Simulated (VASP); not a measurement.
Write the native input for VASP 6.6.1 that does the following.

```
Task                   : single point
Functional             : r2SCAN
Potentials or basis    : VASP PAW PBE potentials, release 64 (Ge_d)
Cutoff                 : 520 eV
k mesh                 : 10 × 10 × 10
Occupations            : gaussian, width 0.05 eV
Spin                   : no spin polarisation
Dipole correction      : no
Further INCAR settings : ALGO = Normal; EDIFF = 1e-06; NBANDS = 21
```

Crystal: Ge.

```xyz
2
Lattice="0.0177 2.8288 2.8288 2.8288 0.0177 2.8288 2.8464 2.8464 0.0000" Properties=species:S:1:pos:R:3 pbc="T T T"
Ge    2.8464    2.8464    2.8288
Ge    4.2697    4.2697    4.2432
```

This cell differs from its parent crystal: strain +0.0125 x Voigt [0, 0, 0, 0, 0, 1].

One way to write it, as run:

POSCAR

```
Ge
1.0
    0.0176798125      2.8287700000      2.8287700000
    2.8287700000      0.0176798125      2.8287700000
    2.8464498125      2.8464498125      0.0000000000
Ge
2
Direct
    0.5000000000      0.5000000000      0.5000000000
    0.7500000000      0.7500000000      0.7500000000
```

INCAR.step1

```
SYSTEM = Ge
PREC = Accurate ; ENCUT = 520
ISMEAR = 0 ; SIGMA = 0.05
LREAL = .False. ; LASPH = .True.
NELM = 100 ; NBANDS = 21
GGA = PE ; ALGO = Normal
EDIFF = 1E-4 ; LWAVE = .True.
LCHARG = .False.
```

INCAR.step2

```
SYSTEM = Ge
PREC = Accurate ; ENCUT = 520
EDIFF = 1E-6 ; ISMEAR = 0
SIGMA = 0.05 ; LREAL = .False.
LASPH = .True. ; NELM = 100
ALGO = Normal ; ISIF = 2
LWAVE = .False. ; LCHARG = .False.
METAGGA = R2SCAN ; LMIXTAU = .True.
NBANDS = 21 ; ISTART = 1
```

KPOINTS

```
regular mesh
0
Gamma
  10 10 10
  0 0 0
```

Potentials or basis: VASP PAW PBE potentials, release 64 (Ge_d).

The run is started by

```bash
$ cat potpaw_PBE.64/Ge_d/POTCAR > POTCAR
$ cp INCAR.step1 INCAR
$ mpirun -np 1 vasp_std > vasp.out
$ cp INCAR.step2 INCAR
$ mpirun -np 1 vasp_std > vasp.out
```

It gave:

```json
{
  "Pressure": "0.7 GPa",
  "Largest force": "0.109 eV/Å",
  "Band gap on the k mesh": "0.38 eV (least direct gap 0.39 eV)"
}
```

Caveat: the cell differs from its parent crystal (strain +0.0125 x Voigt [0, 0, 0, 0, 0, 1]); semilocal functionals underestimate gaps, and a narrow one can read as zero; the PAW data sets were made with another functional, which shifts forces and pressure a little.

Wall time 5.3 min on 1 thread of AMD EPYC 9R45 96-Core Processor (Zen 5), with other jobs on the host, peak memory 0.23 GiB.
